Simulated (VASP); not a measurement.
# BSe (P6_3/mmc) in VASP: further runs

The runs below take BSe through single point, with PBE.

Everything below comes from runs of VASP 6.6.1. Logs are shortened: lines on timing, memory, paths and dates and some standing lists are left out, and cuts for length are marked.

## Step 1: The cell of the first run

It takes space group P6_3/mmc (No. 194, hexagonal). The conventional cell has a = 3.317 Å, b = 3.317 Å, c = 11.155 Å, α = 90.00°, β = 90.00°, γ = 120.00°. B (site symmetry 3m) has 6 Se at 2.33 to 2.41 Å and 1 B at 2.92 Å within 3.1 Å. Se (site symmetry -3m) has 6 B at 2.33 Å within 3.1 Å. Se (site symmetry -6m2) has 6 B at 2.41 Å and 12 Se at 3.32 to 3.38 Å within 3.4 Å.

## Step 2: Single point, PBE

File INCAR:

```
SYSTEM = BSe
PREC = Accurate
ENCUT = 520
EDIFF = 1E-7
ISMEAR = 0
SIGMA = 0.1
LREAL = .False.
LASPH = .True.
NELM = 80
ALGO = Normal
ISIF = 2
LWAVE = .False.
LCHARG = .False.
GGA = PE
NBANDS = 28
```

File KPOINTS:

```
regular mesh
0
Gamma
  6 6 2
  0 0 0
```

File POSCAR:

```
BSe
1.0
    3.3168549739     -0.0000000028      0.0000000000
   -1.6584274846      2.8724806695      0.0000000000
    0.0000000000      0.0000000000     11.1550000177
B Se
4 4
Direct
    0.6666666667      0.3333333333      0.1190867747
    0.6666666667      0.3333333333      0.3809132253
    0.3333333333      0.6666666667      0.6190867747
    0.3333333333      0.6666666667      0.8809132253
    0.0000000000      0.0000000000      0.0000000000
    0.3333333333      0.6666666667      0.2500000000
    0.0000000000      0.0000000000      0.5000000000
    0.6666666667      0.3333333333      0.7500000000
```

Potentials or basis: VASP PAW PBE potentials, release 64 (B, Se).

On the command line:

```bash
> cat potpaw_PBE.64/B/POTCAR potpaw_PBE.64/Se/POTCAR > POTCAR
> mpirun -np 1 vasp_std > vasp.out
```

OUTCAR:

```text
SYSTEM = BSe
   PREC = Accurate
   ENCUT = 520
   EDIFF = 1E-7
   ISMEAR = 0
   LREAL = .False.
   LASPH = .True.
   NELM = 80
   ISIF = 2
   GGA = PE

 ion  position               nearest neighbor table
   1  0.667  0.333  0.119-   5 2.33   5 2.33   5 2.33   6 2.41   6 2.41   6 2.41
   2  0.667  0.333  0.381-   7 2.33   7 2.33   7 2.33   6 2.41   6 2.41   6 2.41
   3  0.333  0.667  0.619-   7 2.33   7 2.33   7 2.33   8 2.41   8 2.41   8 2.41
   4  0.333  0.667  0.881-   5 2.33   5 2.33   5 2.33   8 2.41   8 2.41   8 2.41
   5  0.000  0.000  0.000-   1 2.33   4 2.33   1 2.33   4 2.33   1 2.33   4 2.33
   6  0.333  0.667  0.250-   1 2.41   2 2.41   1 2.41   2 2.41   1 2.41   2 2.41
   7  0.000  0.000  0.500-   2 2.33   3 2.33   2 2.33   3 2.33   2 2.33   3 2.33
   8  0.667  0.333  0.750-   3 2.41   4 2.41   3 2.41   4 2.41   3 2.41   4 2.41

  LATTYP: Found a hexagonal cell.
 ALAT       =     3.3168549739
 C/A-ratio  =     3.3631256433

  Lattice vectors:

 A1 = (   3.3168549739,  -0.0000000028,   0.0000000000)
 A2 = (  -1.6584274846,   2.8724806695,   0.0000000000)
 A3 = (   0.0000000000,   0.0000000000,  11.1550000177)

Analysis of symmetry for initial positions (statically):
=====================================================================
 Subroutine PRICEL returns:
 Original cell was already a primitive cell.

 Routine SETGRP: Setting up the symmetry group for a
 hexagonal supercell.

 Subroutine GETGRP returns: Found 24 space group operations
 (whereof 12 operations were pure point group operations)
 out of a pool of 24 trial point group operations.

The static configuration has the point symmetry D_3d.
 The point group associated with its full space group is D_6h.

Analysis of symmetry for dynamics (positions and initial velocities):
=====================================================================
 Subroutine PRICEL returns:
 Original cell was already a primitive cell.

 Routine SETGRP: Setting up the symmetry group for a
 hexagonal supercell.

 Subroutine GETGRP returns: Found 24 space group operations
 (whereof 12 operations were pure point group operations)
 out of a pool of 24 trial point group operations.

The dynamic configuration has the point symmetry D_3d.
 The point group associated with its full space group is D_6h.

 Subroutine INISYM returns: Found 24 space group operations
[... 100 lines left out ...]
   EDIFFG = 0.1E-05   stopping-criterion for IOM
   NSW    =      0    number of steps for IOM
   IBRION =     -1    ionic relax: 0-MD 1-quasi-New 2-CG
   NFREE  =      0    steps in history (QN), initial steepest desc. (CG)
   ISIF   =      2    stress and relaxation
   ISYM   =      2    0-nonsym 1-usesym 2-fastsym
   POTIM  = 0.5000    time-step for ionic-motion
   TEBEG  =    0.0;   TEEND  =   0.0 temperature during run
   PSTRESS=    0.0 pullay stress
   NELECT =      36.0000    total number of electrons
   NUPDOWN=      -1.0000    fix difference up-down
   EMIN   =  10.00;   EMAX   =-10.00  energy-range for DOS
   EFERMI =   0.00;   METHOD = LEGACY
   ISMEAR =     0;   SIGMA  =   0.10  broadening in eV -4-tet -1-fermi 0-gaus
   EFERMI_NEDOS =   21; number of points for ismear=-14 and -15
   IALGO  =     38    algorithm
   IMIX   =      4    mixing-type and parameters
     AMIX     =   0.40;   BMIX     =  1.00
     AMIX_MAG =   1.60;   BMIX_MAG =  1.00
  volume/ion in A,a.u.               =      13.29        89.65
  Fermi-wavevector in a.u.,A,eV,Ry     =   1.141190  2.156536 17.719065  1.302315
  Thomas-Fermi vector in A             =   2.277891
   LORBIT       =      0    0 simple, 1 ext, 2 COOP (PROOUT), +10 PAW based schemes
   GGA     = PE    functional components
   LHFCALC =     F    Hartree Fock is set to
   AEXX    =    0.0000 exact exchange contribution
   IVDW    =     0    specifies the selected vdW correction
   LEPSILON=     F    determine dielectric tensor
   LRPA    =     F    only Hartree local field effects (RPA)
 non-spin polarized calculation
 Gauss-broadening in eV      SIGMA  =   0.10
  energy-cutoff  :      520.00
  volume of cell :      106.28
 maximum number of plane-waves:      2898
 NGX is ok and might be reduce to    28
   NGX = 13   NGY = 13   NGZ = 41

 number of electron      35.9999997 magnetization

 Free energy of the ion-electron system (eV)
  ---------------------------------------------------
  ext. energy  EPLUGINS =         0.00000000
  ---------------------------------------------------
  free energy    TOTEN  =       -32.75204729 eV

  energy without entropy =      -32.73368190  energy(sigma->0) =      -32.74286459

 E-fermi :   6.9537     XC(G=0): -11.1573

 val. band max:        6.9159852220   @ k =   0.1667   0.1667   0.5000
 cond. band min:       7.0827704350   @ k =   0.1667   0.1667   0.0000
 fundamental gap:      0.1667852130
 Fermi energy:         6.9536781058

 k-point     1 :       0.0000    0.0000    0.0000
  band No.  band energies     occupation
      1     -10.2048      2.00000
      2      -9.4677      2.00000
      3      -9.0579      2.00000
      4      -7.6634      2.00000
      5      -3.1879      2.00000
      6       0.0758      2.00000
[... 423 lines left out ...]
     27      13.9985      0.00000
     28      14.0027      0.00000

------------------------ aborting loop because EDIFF is reached ----------------------------------------

  FORCE on cell =-STRESS in cart. coord.  units (eV):
  Direction    XX          YY          ZZ          XY          YZ          ZX
  --------------------------------------------------------------------------------------
  -------------------------------------------------------------------------------------
  Total       -0.0013385     -0.0013385      0.2047450      0.0000000      0.0000000     -0.0000000
  in kB       -0.0201772     -0.0201772      3.0865320      0.0000000      0.0000000     -0.0000000
  external PRESSURE =       1.0153925 kB  Pullay stress =       0.0000000 kB

 VOLUME and BASIS-vectors are now :
 -----------------------------------------------------------------------------
  energy-cutoff  :      520.00
  volume of cell :      106.28
      direct lattice vectors                 reciprocal lattice vectors
     3.316854974 -0.000000003  0.000000000     0.301490420  0.174065575  0.000000000
    -1.658427485  2.872480669  0.000000000     0.000000000  0.348131151  0.000000000
     0.000000000  0.000000000 11.155000018     0.000000000  0.000000000  0.089645899

 POSITION                                       TOTAL-FORCE (eV/Angst)
 -----------------------------------------------------------------------------------
      1.65843      0.95749      1.32841         0.000000     -0.000000     -0.002417
      1.65843      0.95749      4.24909        -0.000000     -0.000000      0.002417
      0.00000      1.91499      6.90591        -0.000000      0.000000     -0.002417
      0.00000      1.91499      9.82659         0.000000      0.000000      0.002417
      0.00000      0.00000      0.00000        -0.000000      0.000000      0.000000
      0.00000      1.91499      2.78875         0.000000     -0.000000      0.000000
      0.00000      0.00000      5.57750        -0.000000      0.000000      0.000000
      1.65843      0.95749      8.36625         0.000000      0.000000      0.000000
 -----------------------------------------------------------------------------------
    total drift:                                0.000000     -0.000000      0.000000

  FREE ENERGIE OF THE ION-ELECTRON SYSTEM (eV)
  ---------------------------------------------------
  free  energy   TOTEN  =       -32.7520472915 eV

  energy  without entropy=      -32.7336818960  energy(sigma->0) =      -32.74286459
```

stdout:

```text
POSCAR found type information on POSCAR B Se
 POSCAR found :  2 types and       8 ions
 scaLAPACK will be used
 LDA part: xc-table for (Slater+PW92), standard interpolation
 POSCAR, INCAR and KPOINTS ok, starting setup
 FFT: planning ... GRIDC
 FFT: planning ... GRID_SOFT
 FFT: planning ... GRID
 WAVECAR not read
 entering main loop
```

Run time: 58 s. Hardware: 1 thread of Intel Xeon Platinum 8488C (Sapphire Rapids), shared host; peak memory 0.24 GiB.

Results:

- Free energy: -32.7520 eV
- Pressure: 0.1 GPa
- Band gap on the k mesh: zero (bands 18 and 19 overlap by 1.73 eV)

Forces in eV/Å, atoms in the order of the input:
```
B    0.000  0.000 -0.002
B    0.000  0.000  0.002
B    0.000  0.000 -0.002
B    0.000  0.000  0.002
Se   0.000  0.000  0.000
Se   0.000  0.000  0.000
Se   0.000  0.000  0.000
Se   0.000  0.000  0.000
```

Stress tensor (GPa, compression positive):
```
0.00 0.00 0.00
0.00 0.00 0.00
0.00 0.00 0.31
```

Levels at points of the mesh, in eV from the Fermi level:
| k point | band 14 | band 15 | band 16 | band 17 | band 18 | band 19 | band 20 | band 21 | band 22 | band 23 |
| --- | --- | --- | --- | --- | --- | --- | --- | --- | --- | --- |
| (0.00, 0.00, 0.00) | -1.35 | -0.85 | -0.85 | -0.34 | 1.15 | 1.15 | 1.54 | 1.91 | 1.92 | 2.08 |
| (0.50, 0.00, 0.00) | -3.29 | -3.02 | -2.72 | -2.67 | -1.12 | 0.60 | 0.68 | 0.87 | 1.53 | 1.58 |
| (0.00, 0.00, 0.50) | -1.08 | -1.08 | -1.08 | 0.92 | 0.92 | 1.58 | 1.58 | 1.58 | 1.58 | 1.92 |
| (0.50, 0.00, 0.50) | -4.41 | -2.26 | -2.26 | -1.63 | -1.63 | -0.12 | -0.12 | 2.14 | 2.14 | 2.48 |

Caveat: the k points lie up to 0.36 Å⁻¹ apart, too coarse for converged energies and pressures of a metal.

## Step 3: Single point, PBE

This run uses another cell than the first one, of 14.73 Å³/atom.

File INCAR:

```
PREC     = Accurate       # precision mode
ENCUT    = 520            # plane-wave cutoff, eV
EDIFF    = 1E-7           # SCF threshold, eV
ISMEAR   = 0              # smearing method
SIGMA    = 0.1            # smearing width, eV
LREAL    = False          # projectors in reciprocal space
LASPH    = True           # aspherical terms in the spheres
NELM     = 100            # most SCF steps
ALGO     = Normal         # electronic algorithm
ISIF     = 2              # what is computed and relaxed
LWAVE    = False          # write WAVECAR
LCHARG   = False          # write CHGCAR
GGA      = PE             # functional
NBANDS   = 28             # bands
```

File KPOINTS:

```
regular mesh
0
Gamma
  6 6 2
```

File POSCAR:

```
BSe
1.0
    3.4566398100      0.0000000000      0.0000000000
   -1.7283199000      2.9935378900      0.0000000000
    0.0000000000      0.0000000000     11.3902477900
B Se
4 4
Direct
    0.6666666700      0.3333333300      0.1250000000
    0.6666666700      0.3333333300      0.3750000000
    0.3333333300      0.6666666700      0.6250000000
    0.3333333300      0.6666666700      0.8750000000
    0.0000000000      0.0000000000      0.0000000000
    0.3333333300      0.6666666700      0.2500000000
    0.0000000000      0.0000000000      0.5000000000
    0.6666666700      0.3333333300      0.7500000000
```

Potentials or basis: VASP PAW PBE potentials, release 64 (B, Se).

On the command line:

```bash
> cat potpaw_PBE.64/B/POTCAR potpaw_PBE.64/Se/POTCAR > POTCAR
> mpirun -np 1 vasp_std > vasp.out
```

Run time: 74 s. Hardware: 1 thread of Intel Xeon Platinum 8488C (Sapphire Rapids), shared host; peak memory 0.25 GiB.

It converged, with:

```yaml
Free_energy: -32.3037 eV
Pressure: -8.6 GPa
Largest_force: 0.604 eV/Å
Band_gap_on_the_k_mesh: zero (bands 18 and 19 overlap by 1.13 eV)
```

Forces on the atoms (eV/Å):
```
B    0.000  0.000 -0.604
B    0.000  0.000  0.604
B    0.000  0.000 -0.604
B    0.000  0.000  0.604
Se   0.000  0.000  0.000
Se   0.000  0.000  0.000
Se   0.000  0.000  0.000
Se   0.000  0.000  0.000
```

Stress tensor (GPa, compression positive):
```
-9.64  0.00  0.00
 0.00 -9.64  0.00
 0.00  0.00 -6.40
```

Levels at points of the mesh, in eV from the Fermi level:
```tsv
k point	band 14	band 15	band 16	band 17	band 18	band 19	band 20	band 21	band 22	band 23
(0.00, 0.00, 0.00)	-1.27	-1.27	-1.07	-1.07	0.53	1.32	1.32	1.33	1.43	2.02
(0.50, 0.00, 0.00)	-3.21	-3.08	-2.41	-2.36	-1.13	0.47	0.73	1.25	1.29	1.34
(0.00, 0.00, 0.50)	-1.17	-1.17	-1.17	0.07	0.07	1.36	1.36	1.63	1.63	1.63
(0.50, 0.00, 0.50)	-4.07	-2.13	-2.13	-1.53	-1.53	-0.12	-0.12	2.09	2.09	2.32
```

Caveat: the cell stands under tension.
